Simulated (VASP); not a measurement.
PrCuAs2, 4 atoms in the cell. Symmetry: I4mm, No. 107, tetragonal system. Conventional cell: a = 5.459 Å, b = 5.459 Å, c = 5.956 Å, α = 90.00°, β = 90.00°, γ = 90.00°. Pr (site symmetry 4mm) has 2 Cu at 2.76 to 3.19 Å and 8 As at 2.80 to 3.61 Å within 3.7 Å. Cu (site symmetry 4mm) has 2 Pr at 2.76 to 3.19 Å and 8 As at 2.85 to 3.47 Å within 3.6 Å. As (site symmetry 2mm) has 4 Pr at 2.80 to 3.61 Å and 4 Cu at 2.85 to 3.47 Å and 2 As at 2.98 Å within 3.7 Å. The cell was generated, and may not be a known phase.

```yaml
Program: VASP 6.6.1
Task: single point
Functional: PBE
Potentials_or_basis: VASP PAW PBE potentials, release 64 (Pr_3, Cu, As), 4f in core
Cutoff: 600 eV
k_mesh: 4 × 4 × 4
Occupations: gaussian, width 0.1 eV
Spin: no spin polarisation
Dipole_correction: no
Further_INCAR_settings: ALGO = Normal; EDIFF = 1e-06; NBANDS = 24
```

Potentials or basis: VASP PAW PBE potentials, release 64 (Pr_3, Cu, As), 4f in core.

Run with:

```console
$ cat potpaw_PBE.64/Pr_3/POTCAR potpaw_PBE.64/Cu/POTCAR potpaw_PBE.64/As/POTCAR > POTCAR
$ mpirun -np 1 vasp_std > vasp.out
```

Hardware: 1 thread of Intel(R) Xeon(R) 6975P-C (Granite Rapids), on a shared host.

Q: How long does it take, and how much memory?

A: Wall time 30 s on 1 thread of Intel(R) Xeon(R) 6975P-C (Granite Rapids), on a shared host, peak memory 0.26 GiB. Counts: scf iterations 16, k points 13.
